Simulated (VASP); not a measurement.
Input of a VASP 6.6.1 run:

INCAR

```
SYSTEM = Al2ClF
  PREC = Accurate
  ENCUT = 520
  EDIFF = 1E-6
  ISMEAR = 0
  SIGMA = 0.1
  LREAL = .False.
  LASPH = .True.
  NELM = 60
  ALGO = Normal
  ISIF = 2
  LWAVE = .False.
  LCHARG = .False.
  GGA = PE
  NBANDS = 18
```

File KPOINTS:

```
Automatic mesh
0
Gamma
  6 6 4
  0 0 0
```

POSCAR

```
Al2ClF
1.0
    4.5568697500      0.0000000000      0.0000000000
   -2.2784348800      3.9463649700      0.0000000000
    0.0000000000      0.0000000000      4.1587342800
Al Cl F
2 1 1
Direct
    0.6666666700      0.3333333300      0.0000000000
    0.3333333300      0.6666666700      0.0000000000
    0.0000000000      0.0000000000      0.0000000000
    0.0000000000      0.0000000000      0.5000000000
```

Potentials or basis: VASP PAW PBE potentials, release 64 (Al, Cl, F).

Command:

```sh
$ cat potpaw_PBE.64/Al/POTCAR potpaw_PBE.64/Cl/POTCAR potpaw_PBE.64/F/POTCAR > POTCAR
$ mpirun -np 1 vasp_std > vasp.out
```

Task: Estimate the pressure.

Result: 13.7 GPa.

Task: Predict the band gap on the k mesh.

Result: Zero (band 10 reaches 5.54 eV, above the bottom of band 11 at 3.83 eV).

Stress tensor (GPa, compression positive):
```
12.63  0.00  0.00
 0.00 12.63  0.00
 0.00  0.00 15.82
```

Caveat: the k points lie up to 0.38 Å⁻¹ apart.
